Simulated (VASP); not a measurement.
SiGe3:

```
Si Ge
1.0
     2.93809    0.00000    0.00000
    -1.46904    2.54446    0.00000
     0.00000    0.00000    9.77136
Si Ge
1 3
Direct
  0.66667 0.33333 0.00000
  0.66667 0.33333 0.50000
  0.33333 0.66667 0.75000
  0.33333 0.66667 0.25000
```

| Quantity | Value |
| --- | --- |
| Program | VASP 6.6.1 |
| Task | relaxation of cell and atoms |
| Functional | PBE |
| Potentials or basis | VASP PAW PBE potentials, release 64 (Si, Ge_d) |
| Cutoff | 600 eV |
| k mesh | 18 × 18 × 6 |
| Occupations | gaussian, width 0.1 eV |
| Spin | no spin polarisation |

At the start: pressure 0.1 GPa; volume 18.26 Å³/atom.

Problem. How do energy, volume and symmetry change on relaxing?

Solution. Over 21 steps the energy falls by 12.9 meV/atom and the volume is 18.22 Å³/atom (-0.2 %); space group P-6m2 (No. 187, to 0.1 Å) before and after.

Step by step:
| step | energy change (eV) | largest force (eV/Å) | pressure (GPa) | volume (Å³) |
| --- | --- | --- | --- | --- |
| 1 | 0.0000 | 0.3840 | 0.06 | 73.05 |
| 2 | -0.0132 | 0.3257 | 0.09 | 73.12 |
| 3 | -0.0398 | 0.1578 | -0.19 | 73.33 |
| 4 | -0.0396 | 0.1376 | -0.31 | 73.76 |
| 5 | -0.0478 | 0.0005 | -0.52 | 73.55 |
| 6 | -0.0472 | 0.0312 | 0.69 | 72.18 |
| 7 | -0.0489 | 0.0102 | 0.08 | 73.00 |
| 8 | -0.0489 | 0.0148 | 0.01 | 72.93 |
| 9 | -0.0485 | 0.0237 | 0.50 | 72.56 |
| 10 | -0.0489 | 0.0123 | 0.32 | 72.85 |
| 11 | -0.0489 | 0.0127 | 0.28 | 72.90 |
| 12 | -0.0489 | 0.0110 | -0.08 | 72.92 |
| 13 | -0.0501 | 0.0060 | 0.15 | 72.81 |
| 14 | -0.0506 | 0.0053 | 0.58 | 72.46 |
| 15 | -0.0512 | 0.0014 | 0.39 | 72.62 |
| 16 | -0.0516 | 0.0015 | 0.19 | 72.83 |
| 17 | -0.0517 | 0.0030 | 0.14 | 72.93 |
| 18 | -0.0517 | 0.0026 | 0.08 | 72.98 |
| 19 | -0.0517 | 0.0012 | 0.17 | 72.96 |
| 20 | -0.0517 | 0.0032 | -0.10 | 72.97 |
| 21 | -0.0517 | 0.0003 | -0.02 | 72.90 |

Final structure:
```xyz
4
Lattice="2.9571 0.0000 0.0000 -1.4785 2.5609 0.0000 0.0000 0.0000 9.6261" Properties=species:S:1:pos:R:3 pbc="T T T"
Si    1.4785    0.8536    9.6261
Ge    1.4785    0.8536    4.8130
Ge    0.0000    1.7073    7.3478
Ge    0.0000    1.7073    2.2783
```

Caveat: the highest band is partly filled, so the run has too few bands.
